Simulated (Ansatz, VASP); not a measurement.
BN: VASP beside Ansatz

```xyz
4
Lattice="2.5539 0.0000 0.0000 -1.2770 2.2118 0.0000 0.0000 0.0000 4.2269" Properties=species:S:1:pos:R:3 pbc="T T T"
B     1.2770    0.7373    4.2257
B     0.0000    1.4745    2.1123
N     1.2770    0.7373    2.6430
N     0.0000    1.4745    0.5295
```

Alike in both runs: task single point; functional PBE; k mesh 6 × 6 × 4; no spin polarisation.

|  | VASP | Ansatz |
| --- | --- | --- |
| version | VASP 6.6.1 | Ansatz 0.2.0 |
| potentials or method | VASP PAW PBE potentials, release 64 (B, N), cutoff 600 eV | scalar-relativistic, plane waves, PAW |
| occupations | tetrahedron | tetrahedron-uncorrected |
| valence electrons in the cell | 16 | 16 |

Ansatz gave:

| Quantity | Value |
| --- | --- |
| gap on the k mesh at the Fermi level (eV) | 5.21 |
| least direct gap on the mesh (eV) | 8.26 |
| pressure (GPa) | 0.0 |
| traceless stress, the component that is largest in VASP (GPa) | -0.57 |
| rms of the force components (eV/Å) | 0.012 |

Which values does VASP return?

gap on the k mesh at the Fermi level (eV): 5.20; least direct gap on the mesh (eV): 8.25; pressure (GPa): -0.1; traceless stress, the component that is largest in VASP (GPa): -0.58; rms of the force components (eV/Å): 0.011.

Atom by atom the forces differ by 0.001 eV/Å (rms over components). Ansatz's warnings: band table not solved further.

The k mesh is coarse, so the values compare programs but aren't converged.
